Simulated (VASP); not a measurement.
# Fe3Co (P4/mmm) in VASP: a series of runs

The runs below take Fe3Co through single point, with PBEsol.

Program: VASP 6.6.1. These are calculated values, not measurements. Logs are shortened: lines on timing, memory, paths and dates and some standing lists are left out, and cuts for length are marked.

## Step 1: The cell of the first run

The structure is tetragonal, space group P4/mmm (No. 123). Conventional cell: a = 4.024 Å, b = 4.024 Å, c = 2.828 Å, α = 90.00°, β = 90.00°, γ = 90.00°. Within 3.2 Å of Fe (site symmetry 4/mmm) lie 10 Fe at 2.46 to 2.83 Å and 4 Co at 2.85 Å. Fe (site symmetry mmm) has 10 Fe at 2.46 to 2.85 Å and 4 Co at 2.46 Å within 3.2 Å. Within 3.2 Å of Co (site symmetry 4/mmm) lie 12 Fe at 2.46 to 2.85 Å and 2 Co at 2.83 Å.

## Step 2: Single point, PBEsol, collinear spin, ferromagnetic start

Contents of INCAR:

```
PREC = Accurate
ENCUT = 600
EDIFF = 1E-6
ISMEAR = 0
SIGMA = 0.1
LREAL = False
LASPH = True
NELM = 200
ALGO = Normal
ISIF = 2
LWAVE = False
LCHARG = True
ISPIN = 2
MAGMOM = 2.6 2.87 2.87 1.99
LORBIT = 11
LMAXMIX = 4
GGA = PS
LELF = True
LVHAR = True
NBANDS = 28
GGA_COMPAT = False
```

Contents of KPOINTS:

```
regular mesh
0
Gamma
  1 1 1
```

Contents of POSCAR:

```
Fe3Co
1.0
    4.0235794450      0.0000000000      0.0000000000
    0.0000000000      4.0235794450      0.0000000000
    0.0000000000      0.0000000000      2.8277051700
Fe Co
3 1
Direct
    0.5000000000      0.5000000000      0.0000000000
    0.5000000000      0.0000000000      0.5000000000
    0.0000000000      0.5000000000      0.5000000000
    0.0000000000      0.0000000000      0.0000000000
```

Potentials or basis: VASP PAW PBE potentials, release 64 (Fe, Co).

Run with:

```sh
$ cat potpaw_PBE.64/Fe/POTCAR potpaw_PBE.64/Co/POTCAR > POTCAR
$ mpirun -np 1 vasp_gam > vasp.out
```

OUTCAR:

```text
PREC = Accurate
   ENCUT = 600
   EDIFF = 1E-6
   ISMEAR = 0
   LREAL = False
   LASPH = True
   NELM = 200
   ISIF = 2
   ISPIN = 2
   LORBIT = 11
   GGA = PS

 ion  position               nearest neighbor table
   1  0.500  0.500  0.000-   2 2.46   3 2.46   2 2.46   3 2.46   2 2.46   2 2.46   3 2.46   3 2.46
                             4 2.85   4 2.85   4 2.85   4 2.85
   2  0.500  0.000  0.500-   1 2.46   4 2.46   1 2.46   4 2.46   1 2.46   1 2.46   4 2.46   4 2.46
                             3 2.85   3 2.85   3 2.85   3 2.85
   3  0.000  0.500  0.500-   1 2.46   4 2.46   1 2.46   4 2.46   4 2.46   4 2.46   1 2.46   1 2.46
                             2 2.85   2 2.85   2 2.85   2 2.85
   4  0.000  0.000  0.000-   2 2.46   3 2.46   2 2.46   3 2.46   3 2.46   3 2.46   2 2.46   2 2.46
                             1 2.85   1 2.85   1 2.85   1 2.85

  LATTYP: Found a simple tetragonal cell.
 ALAT       =     4.0235794450
 C/A-ratio  =     0.7027834814

  Lattice vectors:

 A1 = (   4.0235794450,   0.0000000000,   0.0000000000)
 A2 = (   0.0000000000,   4.0235794450,   0.0000000000)
 A3 = (   0.0000000000,   0.0000000000,   2.8277051700)

Analysis of symmetry for initial positions (statically):
=====================================================================
 Subroutine PRICEL returns:
 Original cell was already a primitive cell.

 Routine SETGRP: Setting up the symmetry group for a
 simple tetragonal supercell.

 Subroutine GETGRP returns: Found 16 space group operations
 (whereof 16 operations were pure point group operations)
 out of a pool of 16 trial point group operations.

The static configuration has the point symmetry D_4h.

Analysis of symmetry for dynamics (positions and initial velocities):
=====================================================================
 Subroutine PRICEL returns:
 Original cell was already a primitive cell.

 Routine SETGRP: Setting up the symmetry group for a
 simple tetragonal supercell.

 Subroutine GETGRP returns: Found 16 space group operations
 (whereof 16 operations were pure point group operations)
 out of a pool of 16 trial point group operations.

The dynamic configuration has the point symmetry D_4h.

Analysis of structural, dynamic, and magnetic symmetry:
=====================================================================
 Subroutine PRICEL returns:
 Original cell was already a primitive cell.

 Routine SETGRP: Setting up the symmetry group for a
 simple tetragonal supercell.

 Subroutine GETGRP returns: Found 16 space group operations
 (whereof 16 operations were pure point group operations)
 out of a pool of 16 trial point group operations.

The overall configuration has the point symmetry D_4h.

 Subroutine INISYM returns: Found 16 space group operations
 (whereof 16 operations are pure point group operations),
 and found     1 'primitive' translations

----------------------------------------------------------------------------------------

                                     Primitive cell

  volume of cell :      45.7783

  direct lattice vectors                    reciprocal lattice vectors
     4.023579445  0.000000000  0.000000000     0.248534921  0.000000000  0.000000000
     0.000000000  4.023579445  0.000000000     0.000000000  0.248534921  0.000000000
     0.000000000  0.000000000  2.827705170     0.000000000  0.000000000  0.353643658

  length of vectors
     4.023579445  4.023579445  2.827705170     0.248534921  0.248534921  0.353643658

  position of ions in fractional coordinates (direct lattice)
     0.500000000  0.500000000  0.000000000
     0.500000000  0.000000000  0.500000000
     0.000000000  0.500000000  0.500000000
     0.000000000  0.000000000  0.000000000

  ion indices of the primitive-cell ions
   primitive index   ion index
                 1           1
                 2           2
                 3           3
                 4           4

----------------------------------------------------------------------------------------

 KPOINTS: regular mesh

Automatic generation of k-mesh.
 Grid dimensions read from file:
 generate k-points for:    1    1    1

 Generating k-lattice:

  Cartesian coordinates                     Fractional coordinates (reciprocal lattice)
     0.248534921  0.000000000  0.000000000     1.000000000  0.000000000  0.000000000
     0.000000000  0.248534921  0.000000000     0.000000000  1.000000000  0.000000000
     0.000000000  0.000000000  0.353643658     0.000000000  0.000000000  1.000000000

  Length of vectors
     0.248534921  0.248534921  0.353643658

  Shift w.r.t. Gamma in fractional coordinates (k-lattice)
     0.000000000  0.000000000  0.000000000

 Subroutine IBZKPT returns following result:
 ===========================================

 Found      1 irreducible k-points:

 Following reciprocal coordinates:
            Coordinates               Weight
  0.000000  0.000000  0.000000      1.000000
   k-points           NKPTS =      1   k-points in BZ     NKDIM =      1   number of bands    NBANDS=     28
   number of dos      NEDOS =    301   number of ions     NIONS =      4
   total plane-waves  NPLWV =  24576
   dimension x,y,z NGX =    32 NGY =   32 NGZ =   24
   dimension x,y,z NGXF=    64 NGYF=   64 NGZF=   48
   ions per type =               3   1
   NGX,Y,Z   is equivalent  to a cutoff of  13.22, 13.22, 14.11 a.u.
   NGXF,Y,Z  is equivalent  to a cutoff of  26.44, 26.44, 28.22 a.u.
 SYSTEM =  unknown system
   PREC   = accura    normal or accurate (medium, high low for compatibility)
   ISTART =      0    job   : 0-new  1-cont  2-samecut
   ICHARG =      2    charge: 1-file 2-atom 10-const
   ISPIN  =      2    spin polarized calculation?
   LNONCOLLINEAR =      F non collinear calculations
   LSORBIT =      F    spin-orbit coupling
   LASPH  =      T    aspherical Exc in radial PAW
   ENCUT  =  600.0 eV  44.10 Ry    6.64 a.u.   8.04  8.04  5.65*2*pi/ulx,y,z
   NELM   =    200;   NELMIN=  2; NELMDL= -5     # of ELM steps
   EDIFF  = 0.1E-05   stopping-criterion for ELM
   LREAL  =      F    real-space projection
   EDIFFG = 0.1E-04   stopping-criterion for IOM
   NSW    =      0    number of steps for IOM
   IBRION =     -1    ionic relax: 0-MD 1-quasi-New 2-CG
   NFREE  =      0    steps in history (QN), initial steepest desc. (CG)
   ISIF   =      2    stress and relaxation
   ISYM   =      2    0-nonsym 1-usesym 2-fastsym
   POTIM  = 0.5000    time-step for ionic-motion
   TEBEG  =    0.0;   TEEND  =   0.0 temperature during run
   PSTRESS=    0.0 pullay stress
   NELECT =      33.0000    total number of electrons
   NUPDOWN=      -1.0000    fix difference up-down
   EMIN   =  10.00;   EMAX   =-10.00  energy-range for DOS
   EFERMI =   0.00;   METHOD = LEGACY
   ISMEAR =     0;   SIGMA  =   0.10  broadening in eV -4-tet -1-fermi 0-gaus
   EFERMI_NEDOS =   21; number of points for ismear=-14 and -15
   IALGO  =     38    algorithm
   IMIX   =      4    mixing-type and parameters
     AMIX     =   0.40;   BMIX     =  1.00
     AMIX_MAG =   1.60;   BMIX_MAG =  1.00
  volume/ion in A,a.u.               =      11.44        77.23
  Fermi-wavevector in a.u.,A,eV,Ry     =   1.467888  2.773907 29.316425  2.154696
  Thomas-Fermi vector in A             =   2.583452
   LORBIT       =     11    0 simple, 1 ext, 2 COOP (PROOUT), +10 PAW based schemes
   GGA     = PS    functional components
   LHFCALC =     F    Hartree Fock is set to
   AEXX    =    0.0000 exact exchange contribution
   IVDW    =     0    specifies the selected vdW correction
   LEPSILON=     F    determine dielectric tensor
   LRPA    =     F    only Hartree local field effects (RPA)
 spin polarized calculation
 Gauss-broadening in eV      SIGMA  =   0.10
  energy-cutoff  :      600.00
  volume of cell :       45.78
 maximum number of plane-waves:       760
   NGX = 17   NGY = 17   NGZ = 11

 number of electron      33.0000007 magnetization       8.8208628

 number of electron      33.0000006 magnetization      12.8685356

 Free energy of the ion-electron system (eV)
  ---------------------------------------------------
  ext. energy  EPLUGINS =         0.00000000
  ---------------------------------------------------
  free energy    TOTEN  =       -34.72436049 eV

  energy without entropy =      -34.70363400  energy(sigma->0) =      -34.71399724

 E-fermi :   7.6769     XC(G=0): -13.1012

 val. band max:        7.5466784311   @ k =   0.0000   0.0000   0.0000
 cond. band min:       7.8070245417   @ k =   0.0000   0.0000   0.0000
 fundamental gap:      0.2603461106
 Fermi energy:         7.6768529222

 spin component 1

 k-point     1 :       0.0000    0.0000    0.0000
  band No.  band energies     occupation
      1      -2.4683      1.00000
      2       1.6371      1.00000
      3       1.7193      1.00000
      4       1.8096      1.00000
      5       2.0786      1.00000
      6       3.4430      1.00000
      7       3.4430      1.00000
      8       4.4514      1.00000
      9       4.6448      1.00000
     10       4.6448      1.00000
     11       5.3754      1.00000
     12       5.6379      1.00000
     13       5.9426      1.00000
     14       5.9710      1.00000
     15       6.0753      1.00000
     16       6.2456      1.00000
     17       6.2456      1.00000
     18       6.2492      1.00000
     19       6.8262      1.00000
     20       6.8262      1.00000
     21       6.9567      1.00000
     22       7.5467      0.96719
     23       7.5467      0.96719
     24      13.5890      0.00000
     25      13.6947      0.00000
     26      15.8309      0.00000
     27      15.8309      0.00000
     28      15.9949      0.00000
 Fermi energy:         7.6768529222

 spin component 2

 k-point     1 :       0.0000    0.0000    0.0000
  band No.  band energies     occupation
      1      -1.1714      1.00000
      2       3.4977      1.00000
      3       3.5213      1.00000
      4       4.3038      1.00000
      5       4.4207      1.00000
      6       5.7901      1.00000
      7       5.7901      1.00000
      8       6.8484      1.00000
      9       7.1857      1.00000
     10       7.1857      1.00000
     11       7.8070      0.03282
     12       7.8070      0.03281
     13       8.3891      0.00000
     14       8.5184      0.00000
     15       8.9048      0.00000
     16       9.3750      0.00000
     17       9.5509      0.00000
     18       9.6083      0.00000
     19       9.7552      0.00000
     20       9.7552      0.00000
     21       9.7681      0.00000
     22      10.5441      0.00000
     23      10.5441      0.00000
     24      15.6957      0.00000
     25      15.7748      0.00000
     26      17.0100      0.00000
     27      17.0100      0.00000
     28      17.3308      0.00000

------------------------ aborting loop because EDIFF is reached ----------------------------------------

  FORCE on cell =-STRESS in cart. coord.  units (eV):
  Direction    XX          YY          ZZ          XY          YZ          ZX
  --------------------------------------------------------------------------------------
  -------------------------------------------------------------------------------------
  Total        3.4351453      3.4351453     -3.0745620      0.0000000      0.0000000     -0.0000000
  in kB      120.2254504    120.2254504   -107.6055216      0.0000000      0.0000000     -0.0000000
  external PRESSURE =      44.2817931 kB  Pullay stress =       0.0000000 kB

 VOLUME and BASIS-vectors are now :
 -----------------------------------------------------------------------------
  energy-cutoff  :      600.00
  volume of cell :       45.78
      direct lattice vectors                 reciprocal lattice vectors
     4.023579445  0.000000000  0.000000000     0.248534921  0.000000000  0.000000000
     0.000000000  4.023579445  0.000000000     0.000000000  0.248534921  0.000000000
     0.000000000  0.000000000  2.827705170     0.000000000  0.000000000  0.353643658

 POSITION                                       TOTAL-FORCE (eV/Angst)
 -----------------------------------------------------------------------------------
      2.01179      2.01179      0.00000         0.000000      0.000000      0.000000
      2.01179      0.00000      1.41385         0.000000      0.000000      0.000000
      0.00000      2.01179      1.41385         0.000000      0.000000      0.000000
      0.00000      0.00000      0.00000         0.000000      0.000000      0.000000
 -----------------------------------------------------------------------------------
    total drift:                                0.000000     -0.000000     -0.000000

  FREE ENERGIE OF THE ION-ELECTRON SYSTEM (eV)
  ---------------------------------------------------
  free  energy   TOTEN  =       -34.7243604883 eV

  energy  without entropy=      -34.7036340003  energy(sigma->0) =      -34.71399724

 total charge

# of ion       s       p       d       tot
------------------------------------------
    1        0.535   0.342   6.474   7.351
    2        0.532   0.355   6.409   7.295
    3        0.532   0.355   6.409   7.295
    4        0.533   0.352   7.409   8.295
--------------------------------------------------
tot          2.132   1.404  26.701  30.237

 magnetization (x)

# of ion       s       p       d       tot
------------------------------------------
    1       -0.014   0.320   2.826   3.132
    2       -0.010   0.332   2.960   3.282
    3       -0.010   0.332   2.960   3.282
    4       -0.018   0.330   2.089   2.401
--------------------------------------------------
tot         -0.052   1.314  10.836  12.097
```

It took 20 s on 1 thread of Oxide Virtual Turin-like, shared host; peak memory 0.13 GiB.

Results:

| Quantity | Value |
| --- | --- |
| Free energy | -34.7244 eV |
| Pressure | 4.4 GPa |
| Net moment | 12.87 μB per cell |
| Site moments | Fe +3.13, +3.28 (each value once); Co +2.40 μB |
| Valence electrons inside the program's atomic spheres | Fe 7.35, 7.29 (each value once); Co 8.29 |

Levels at points of the mesh, in eV from the Fermi level:
Spin up:
| k point | band 20 | band 21 | band 22 | band 23 | band 24 | band 25 | band 26 | band 27 |
| --- | --- | --- | --- | --- | --- | --- | --- | --- |
| (0.00, 0.00, 0.00) | -0.85 | -0.72 | -0.13 | -0.13 | 5.91 | 6.02 | 8.15 | 8.15 |
Spin down:
```csv
k point,band 7,band 8,band 9,band 10,band 11,band 12,band 13,band 14
"(0.00, 0.00, 0.00)",-1.89,-0.83,-0.49,-0.49,0.13,0.13,0.71,0.84
```

Caveat: the k points lie up to 2.22 Å⁻¹ apart, too coarse for converged energies, forces and pressures; the PAW data sets were made with another functional, which shifts forces and pressure a little.

(Continued in part 2 of 2.)
